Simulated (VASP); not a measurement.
# B3N2 (P6/mmm) in VASP: a series of runs, part 2 of 3

VASP 6.6.1. Earlier steps stand in the parts before.

## 4. Single point, PBE, collinear spin, ferromagnetic start

File INCAR:

```
ALGO = Normal
EDIFF = 1E-6
ENCUT = 520
GGA = PE
ISIF = 2
ISMEAR = 0
ISPIN = 2
LASPH = T
LCHARG = F
LORBIT = 11
LREAL = F
LWAVE = F
MAGMOM = 0 0 0 1 1
NBANDS = 22
NELM = 150
PREC = Accurate
SIGMA = 0.1
```

File KPOINTS:

```
k-points
0
Gamma
  6 6 6
```

File POSCAR:

```
B3N2
1.0
    3.6911684000      0.0000000000      0.0000000000
   -1.8455842000      3.1966456000      0.0000000000
    0.0000000000      0.0000000000      3.5378579800
B N
3 2
Direct
    0.5000000000      0.0000000000      0.0000000000
    0.0000000000      0.5000000000      0.0000000000
    0.5000000000      0.5000000000      0.0000000000
    0.0000000000      0.0000000000      0.3239800200
    0.0000000000      0.0000000000      0.6760199800
```

Potentials or basis: VASP PAW PBE potentials, release 64 (B, N).

Command:

```console
$ cat potpaw_PBE.64/B/POTCAR potpaw_PBE.64/N/POTCAR > POTCAR
$ mpirun -np 1 vasp_std > vasp.out
```

OUTCAR:

```text
EDIFF = 1E-6
   ENCUT = 520
   GGA = PE
   ISIF = 2
   ISMEAR = 0
   ISPIN = 2
   LASPH = T
   LORBIT = 11
   LREAL = F
   NELM = 150
   PREC = Accurate

 ion  position               nearest neighbor table
   1  0.500  0.000  0.000-   2 1.85   3 1.85   3 1.85   2 1.85
   2  0.000  0.500  0.000-   1 1.85   1 1.85   3 1.85   3 1.85
   3  0.500  0.500  0.000-   1 1.85   1 1.85   2 1.85   2 1.85
   4  0.000  0.000  0.324-   5 1.25
   5  0.000  0.000  0.676-   4 1.25

  LATTYP: Found a hexagonal cell.
 ALAT       =     3.6911684000
 C/A-ratio  =     0.9584656121

  Lattice vectors:

 A1 = (   3.6911684000,   0.0000000000,   0.0000000000)
 A2 = (  -1.8455842000,   3.1966456000,   0.0000000000)
 A3 = (   0.0000000000,   0.0000000000,   3.5378579800)

Analysis of symmetry for initial positions (statically):
=====================================================================
 Subroutine PRICEL returns:
 Original cell was already a primitive cell.

 Routine SETGRP: Setting up the symmetry group for a
 hexagonal supercell.

 Subroutine GETGRP returns: Found 24 space group operations
 (whereof 24 operations were pure point group operations)
 out of a pool of 24 trial point group operations.

The static configuration has the point symmetry D_6h.

Analysis of symmetry for dynamics (positions and initial velocities):
=====================================================================
 Subroutine PRICEL returns:
 Original cell was already a primitive cell.

 Routine SETGRP: Setting up the symmetry group for a
 hexagonal supercell.

 Subroutine GETGRP returns: Found 24 space group operations
 (whereof 24 operations were pure point group operations)
 out of a pool of 24 trial point group operations.

The dynamic configuration has the point symmetry D_6h.

Analysis of structural, dynamic, and magnetic symmetry:
=====================================================================
 Subroutine PRICEL returns:
 Original cell was already a primitive cell.

 Routine SETGRP: Setting up the symmetry group for a
 hexagonal supercell.

 Subroutine GETGRP returns: Found 24 space group operations
 (whereof 24 operations were pure point group operations)
 out of a pool of 24 trial point group operations.

The overall configuration has the point symmetry D_6h.

 Subroutine INISYM returns: Found 24 space group operations
 (whereof 24 operations are pure point group operations),
 and found     1 'primitive' translations

----------------------------------------------------------------------------------------

                                     Primitive cell

  volume of cell :      41.7445

  direct lattice vectors                    reciprocal lattice vectors
     3.691168400  0.000000000  0.000000000     0.270916927  0.156413961  0.000000000
    -1.845584200  3.196645600  0.000000000     0.000000000  0.312827922  0.000000000
     0.000000000  0.000000000  3.537857980     0.000000000  0.000000000  0.282656909

[... 80 lines left out ...]
   PREC   = accura    normal or accurate (medium, high low for compatibility)
   ISTART =      0    job   : 0-new  1-cont  2-samecut
   ICHARG =      2    charge: 1-file 2-atom 10-const
   ISPIN  =      2    spin polarized calculation?
   LNONCOLLINEAR =      F non collinear calculations
   LSORBIT =      F    spin-orbit coupling
   LASPH  =      T    aspherical Exc in radial PAW
   ENCUT  =  520.0 eV  38.22 Ry    6.18 a.u.   6.86  6.86  6.58*2*pi/ulx,y,z
   NELM   =    150;   NELMIN=  2; NELMDL= -5     # of ELM steps
   EDIFF  = 0.1E-05   stopping-criterion for ELM
   LREAL  =      F    real-space projection
[... 7 lines left out ...]
   TEBEG  =    0.0;   TEEND  =   0.0 temperature during run
   PSTRESS=    0.0 pullay stress
   NELECT =      19.0000    total number of electrons
   NUPDOWN=      -1.0000    fix difference up-down
   EMIN   =  10.00;   EMAX   =-10.00  energy-range for DOS
   EFERMI =   0.00;   METHOD = LEGACY
   ISMEAR =     0;   SIGMA  =   0.10  broadening in eV -4-tet -1-fermi 0-gaus
   EFERMI_NEDOS =   21; number of points for ismear=-14 and -15
   IALGO  =     38    algorithm
   IMIX   =      4    mixing-type and parameters
     AMIX     =   0.40;   BMIX     =  1.00
     AMIX_MAG =   1.60;   BMIX_MAG =  1.00
  volume/ion in A,a.u.               =       8.35        56.34
  Fermi-wavevector in a.u.,A,eV,Ry     =   1.259292  2.379717 21.576342  1.585816
  Thomas-Fermi vector in A             =   2.392859
   LORBIT       =     11    0 simple, 1 ext, 2 COOP (PROOUT), +10 PAW based schemes
   GGA     = PE    functional components
   LHFCALC =     F    Hartree Fock is set to
   AEXX    =    0.0000 exact exchange contribution
   IVDW    =     0    specifies the selected vdW correction
   LEPSILON=     F    determine dielectric tensor
   LRPA    =     F    only Hartree local field effects (RPA)
 spin polarized calculation
 Gauss-broadening in eV      SIGMA  =   0.10
  energy-cutoff  :      520.00
  volume of cell :       41.74
 maximum number of plane-waves:      1147
 NGX is ok and might be reduce to    28
   NGX = 13   NGY = 13   NGZ = 13

 number of electron      19.0000001 magnetization      -0.0021512

 number of electron      19.0000001 magnetization       0.0000776

 Free energy of the ion-electron system (eV)
  ---------------------------------------------------
  ext. energy  EPLUGINS =         0.00000000
  ---------------------------------------------------
  free energy    TOTEN  =       -28.58679350 eV

  energy without entropy =      -28.57458628  energy(sigma->0) =      -28.58068989

 E-fermi :   6.3533     XC(G=0): -11.1614

 val. band max:        6.3350745665   @ k =   0.0000   0.0000   0.1667
 cond. band min:       6.3629746298   @ k =   0.5000   0.0000   0.5000
 fundamental gap:      0.0279000633
 Fermi energy:         6.3532731450

 spin component 1

 k-point     1 :       0.0000    0.0000    0.0000
  band No.  band energies     occupation
      1     -16.1619      1.00000
      2      -7.6864      1.00000
      3      -4.4918      1.00000
      4      -2.1244      1.00000
      5      -2.1244      1.00000
      6      -1.2855      1.00000
[... 565 lines left out ...]
     20      18.9300      0.00000
     21      19.6338      0.00000

 [... further k-points ...]

 spin component 2

 k-point     1 :       0.0000    0.0000    0.0000
  band No.  band energies     occupation
      1     -16.1619      1.00000
      2      -7.6864      1.00000
      3      -4.4918      1.00000
      4      -2.1244      1.00000
      5      -2.1244      1.00000
      6      -1.2855      1.00000
[... 565 lines left out ...]
     20      18.9300      0.00000
     21      19.6339      0.00000

 [... further k-points ...]

 [bands above 21 left out]

------------------------ aborting loop because EDIFF is reached ----------------------------------------

  FORCE on cell =-STRESS in cart. coord.  units (eV):
  Direction    XX          YY          ZZ          XY          YZ          ZX
  --------------------------------------------------------------------------------------
  -------------------------------------------------------------------------------------
  Total       -5.9566274     -5.9566274      7.7996086      0.0000000      0.0000000      0.0000000
  in kB     -228.6189742   -228.6189736    299.3537102      0.0000000      0.0000000      0.0000000
  external PRESSURE =     -52.6280792 kB  Pullay stress =       0.0000000 kB

 VOLUME and BASIS-vectors are now :
 -----------------------------------------------------------------------------
  energy-cutoff  :      520.00
  volume of cell :       41.74
      direct lattice vectors                 reciprocal lattice vectors
     3.691168400  0.000000000  0.000000000     0.270916927  0.156413961  0.000000000
    -1.845584200  3.196645600  0.000000000     0.000000000  0.312827922  0.000000000
     0.000000000  0.000000000  3.537857980     0.000000000  0.000000000  0.282656909

 POSITION                                       TOTAL-FORCE (eV/Angst)
 -----------------------------------------------------------------------------------
      1.84558      0.00000      0.00000        -0.000000      0.000000      0.000000
     -0.92279      1.59832      0.00000        -0.000000      0.000000      0.000000
      0.92279      1.59832      0.00000        -0.000000      0.000000      0.000000
      0.00000      0.00000      1.14620         0.000000      0.000000      0.163582
      0.00000      0.00000      2.39166         0.000000     -0.000000     -0.163582
 -----------------------------------------------------------------------------------
    total drift:                               -0.000000     -0.000000     -0.000000

  FREE ENERGIE OF THE ION-ELECTRON SYSTEM (eV)
  ---------------------------------------------------
  free  energy   TOTEN  =       -28.5867935012 eV

  energy  without entropy=      -28.5745862786  energy(sigma->0) =      -28.58068989

 total charge

# of ion       s       p       d       tot
------------------------------------------
    1        0.657   1.011   0.000   1.668
    2        0.657   1.011   0.000   1.668
    3        0.657   1.011   0.000   1.668
    4        1.323   2.431   0.000   3.755
    5        1.323   2.431   0.000   3.755
--------------------------------------------------
tot          4.618   7.895   0.000  12.513

 magnetization (x)

# of ion       s       p       d       tot
------------------------------------------
    1        0.000   0.000   0.000   0.000
    2        0.000   0.000   0.000   0.000
    3        0.000   0.000   0.000   0.000
    4        0.000  -0.000   0.000  -0.000
    5        0.000  -0.000   0.000  -0.000
--------------------------------------------------
tot          0.000   0.000   0.000   0.000
```

OSZICAR:

```text
N       E                     dE             d eps       ncg     rms          rms(c)
DAV:   1     0.484447755193E+02    0.48445E+02   -0.87628E+03  2464   0.776E+02
DAV:   2    -0.258096159202E+02   -0.74254E+02   -0.70119E+02  3186   0.184E+02
DAV:   3    -0.289871387362E+02   -0.31775E+01   -0.31058E+01  3086   0.321E+01
DAV:   4    -0.290032521597E+02   -0.16113E-01   -0.16110E-01  2680   0.254E+00
DAV:   5    -0.290033220947E+02   -0.69935E-04   -0.69934E-04  3002   0.160E-01    0.904E+00
DAV:   6    -0.287195647621E+02    0.28376E+00   -0.16776E+00  2778   0.669E+00    0.411E+00
DAV:   7    -0.286033121199E+02    0.11625E+00   -0.31182E-01  2716   0.334E+00    0.212E+00
DAV:   8    -0.285841624642E+02    0.19150E-01   -0.81070E-02  2858   0.156E+00    0.686E-01
DAV:   9    -0.285856234160E+02   -0.14610E-02   -0.57860E-03  2692   0.526E-01    0.318E-01
DAV:  10    -0.285866433209E+02   -0.10199E-02   -0.82706E-04  2718   0.230E-01    0.815E-02
DAV:  11    -0.285867612743E+02   -0.11795E-03   -0.16362E-04  2766   0.840E-02    0.345E-02
DAV:  12    -0.285867812608E+02   -0.19986E-04   -0.16132E-05  2784   0.306E-02    0.161E-02
DAV:  13    -0.285867919050E+02   -0.10644E-04   -0.10385E-05  2590   0.186E-02    0.675E-03
DAV:  14    -0.285867932908E+02   -0.13858E-05   -0.15383E-06  2570   0.779E-03    0.269E-03
DAV:  15    -0.285867935012E+02   -0.21046E-06   -0.18341E-07  1696   0.280E-03
   1 F= -.28586794E+02 E0= -.28580690E+02  d E =-.122072E-01  mag=     0.0001
```

stdout:

```text
POSCAR found type information on POSCAR B N
 POSCAR found :  2 types and       5 ions
 scaLAPACK will be used
 LDA part: xc-table for (Slater+PW92), standard interpolation
 POSCAR, INCAR and KPOINTS ok, starting setup
 FFT: planning ... GRIDC
 FFT: planning ... GRID_SOFT
 FFT: planning ... GRID
 WAVECAR not read
 entering main loop
```

Run time: 40 s. Hardware: 1 thread of Intel Xeon Platinum 8488C (Sapphire Rapids), shared host; peak memory 0.17 GiB.

Results:

- Free energy: -28.5868 eV
- Pressure: -5.3 GPa
- Largest force: 0.164 eV/Å
- Net moment: 0.00 μB per cell
- Valence electrons inside the program's atomic spheres: B 1.67; N 3.75

Forces on the atoms (eV/Å):
```
B    0.000  0.000  0.000
B    0.000  0.000  0.000
B    0.000  0.000  0.000
N    0.000  0.000  0.164
N    0.000  0.000 -0.164
```

Stress tensor (GPa, compression positive):
```
-22.86   0.00   0.00
  0.00 -22.86   0.00
  0.00   0.00  29.94
```

Levels at points of the mesh, in eV from the Fermi level:
Spin up:
```tsv
k point	band 7	band 8	band 9	band 10	band 11	band 12	band 13	band 14
(0.00, 0.00, 0.00)	-5.45	-0.54	-0.18	-0.18	0.19	0.19	0.63	0.63
(0.50, 0.00, 0.00)	-4.60	-3.82	-0.45	-0.12	1.13	1.77	3.50	5.27
(0.00, 0.00, 0.50)	-6.41	-5.65	-5.65	-1.17	0.66	0.66	3.15	3.15
(0.50, 0.00, 0.50)	-6.18	-5.28	-0.16	0.01	0.82	1.27	3.73	5.05
```
Spin down:
| k point | band 7 | band 8 | band 9 | band 10 | band 11 | band 12 | band 13 | band 14 |
| --- | --- | --- | --- | --- | --- | --- | --- | --- |
| (0.00, 0.00, 0.00) | -5.45 | -0.54 | -0.18 | -0.18 | 0.19 | 0.19 | 0.63 | 0.63 |
| (0.50, 0.00, 0.00) | -4.60 | -3.82 | -0.45 | -0.12 | 1.13 | 1.77 | 3.50 | 5.27 |
| (0.00, 0.00, 0.50) | -6.41 | -5.65 | -5.65 | -1.17 | 0.66 | 0.66 | 3.15 | 3.15 |
| (0.50, 0.00, 0.50) | -6.18 | -5.28 | -0.16 | 0.01 | 0.82 | 1.27 | 3.73 | 5.05 |

Caveat: the standard files for N, O and F lose accuracy on very short bonds; the cell stands under tension.

## 5. Single point, PBE

This run uses another cell than the first one, of 17.74 Å³/atom.

File INCAR:

```
PREC = Accurate
ENCUT = 520
EDIFF = 1E-6
ISMEAR = 0
SIGMA = 0.1
LREAL = False
LASPH = True
NELM = 80
ALGO = Normal
ISIF = 2
LWAVE = False
LCHARG = True
GGA = PE
LELF = True
LVHAR = True
NBANDS = 18
```

File KPOINTS:

```
regular mesh
0
Gamma
  12 12 4
```

File POSCAR:

```
B3N2
1.0
    3.3361559065      0.0000000000      0.0000000000
   -1.6680779532      2.8891957660      0.0000000000
    0.0000000000      0.0000000000      9.2018840875
B N
3 2
Direct
    0.5000000000      0.0000000000      0.0000000000
    0.0000000000      0.5000000000      0.0000000000
    0.5000000000      0.5000000000      0.0000000000
    0.0000000000      0.0000000000      0.4401249300
    0.0000000000      0.0000000000      0.5598750700
```

Command:

```console
$ cat potpaw_PBE.64/B/POTCAR potpaw_PBE.64/N/POTCAR > POTCAR
$ mpirun -np 1 vasp_std > vasp.out
```

It took 86 s on 1 thread of Intel Xeon Platinum 8488C (Sapphire Rapids), shared host; peak memory 0.25 GiB.

It converged, with:

* Free energy: -33.9257 eV
* Pressure: 1.0 GPa
* Largest force: 1.758 eV/Å
* Band gap on the k mesh: zero (an odd number of electrons rules out a gap without spin polarisation)

Forces on the atoms (eV/Å):
```
B    0.000  0.000  0.000
B    0.000  0.000  0.000
B    0.000  0.000  0.000
N    0.000  0.000 -1.758
N    0.000  0.000  1.758
```

Stress tensor (GPa, compression positive):
```
-0.12  0.00  0.00
 0.00 -0.12  0.00
 0.00  0.00  3.35
```

Levels at points of the mesh, in eV from the Fermi level:
```tsv
k point	band 6	band 7	band 8	band 9	band 10	band 11	band 12	band 13	band 14	band 15
(0.00, 0.00, 0.00)	-5.88	-5.44	-3.62	-0.21	-0.21	4.02	4.02	5.59	6.22	6.22
(0.50, 0.00, 0.00)	-6.14	-4.81	-3.42	-0.59	-0.58	1.66	2.36	3.71	7.89	8.21
(0.00, 0.00, 0.50)	-5.88	-5.46	-3.59	-0.21	-0.21	4.02	4.02	5.39	6.22	6.22
(0.50, 0.00, 0.50)	-6.14	-4.82	-3.42	-0.59	-0.57	1.67	2.32	3.71	7.88	8.85
```

Caveat: the standard files for N, O and F lose accuracy on very short bonds; this functional lacks dispersion, which binds the layers, so the pressure and a relaxed spacing across them are unreliable; forces of over 1 eV/Å act on the atoms, so gaps and moduli don't describe the material at rest.

(Continued in part 3 of 3.)
